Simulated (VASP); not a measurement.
The system is MgO.

```xyz
2
Lattice="0.0000 2.1085 2.1085 2.1085 0.0000 2.1085 2.1085 2.1085 0.0000" Properties=species:S:1:pos:R:3 pbc="T T T"
Mg    0.0000    0.0000    0.0000
O     2.1085    2.1085    2.1085
```

| Item | Value |
| --- | --- |
| Program | VASP 6.6.1 |
| Task | relaxation of cell and atoms |
| Functional | LDA |
| Potentials or basis | VASP PAW LDA potentials, release 64 (Mg, O) |
| Cutoff | 600 eV |
| k mesh | 20 × 20 × 20 |
| Occupations | fermi-dirac, width 0.05 eV |
| Spin | no spin polarisation |

At the start: pressure -8.5 GPa; volume 9.37 Å³/atom.

**Question.** How do energy, volume and symmetry change on relaxing?

**Answer.** Over 3 steps the energy falls by 13.4 meV/atom and the volume is 8.89 Å³/atom (-5.1 %); space group Fm-3m (No. 225, to 0.1 Å) before and after.

The path:
```csv
step,energy change (eV),largest force (eV/Å),pressure (GPa),volume (Å³)
1,0.0000,0.0000,-8.48,18.75
2,-0.0227,0.0000,3.71,17.43
3,-0.0267,0.0000,0.01,17.78
```

Final structure:
```
Mg O
1.0
     0.00000    2.07167    2.07167
     2.07167    0.00000    2.07167
     2.07167    2.07167    0.00000
Mg O
1 1
Direct
  0.00000 0.00000 0.00000
  0.50000 0.50000 0.50000
```
